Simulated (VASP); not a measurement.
Input of a VASP 6.6.1 run:

Contents of INCAR:

```
SYSTEM = Y
PREC     = Accurate       ! precision mode
ENCUT    = 600            ! plane-wave cutoff, eV
EDIFF    = 1E-6           ! SCF threshold, eV
ISMEAR   = 0              ! smearing method
SIGMA    = 0.1            ! smearing width, eV
LREAL    = .FALSE.        ! projectors in reciprocal space
LASPH    = .TRUE.         ! aspherical terms in the spheres
NELM     = 100            ! most SCF steps
ALGO     = Normal         ! electronic algorithm
ISIF     = 3              ! what is computed and relaxed
LWAVE    = .FALSE.        ! write WAVECAR
LCHARG   = .FALSE.        ! write CHGCAR
GGA      = PS             ! functional
IBRION   = 2              ! ionic algorithm
NSW      = 90             ! ionic steps
EDIFFG   = -0.04          ! ionic threshold
```

KPOINTS

```
regular mesh
0
G
  8 8 8
  0 0 0
```

Contents of POSCAR:

```
Y
1.0
   -1.7247615771      1.7247615771      2.6090265212
    1.7247615771     -1.7247615771      2.6090265212
    1.7247615771      1.7247615771     -2.6090265212
Y
1
Direct
    0.0000000000      0.0000000000      0.0000000000
```

Potentials or basis: VASP PAW PBE potentials, release 64 (Y_sv).

Run with:

```sh
$ cat potpaw_PBE.64/Y_sv/POTCAR > POTCAR
$ mpirun -np 1 vasp_std > vasp.out
```

Q: What does it give for the relaxed volume?

A: 30.76 Å³/atom.

Q: Estimate the space group after relaxing (to 0.1 Å).

A: Fm-3m (No. 225).

Q: Predict the relaxed cell.

A: a = 3.516 Å, b = 3.516 Å, c = 3.516 Å, α = 119.93°, β = 119.93°, γ = 90.13°.

Q: Estimate the band gap on the k mesh.

A: Zero (an odd number of electrons rules out a gap without spin polarisation).

Stress tensor (GPa, compression positive):
```
-0.12  0.00  0.00
 0.00 -0.12  0.00
 0.00  0.00 -0.02
```

Caveat: the PAW data sets were made with another functional, which shifts forces and pressure a little.
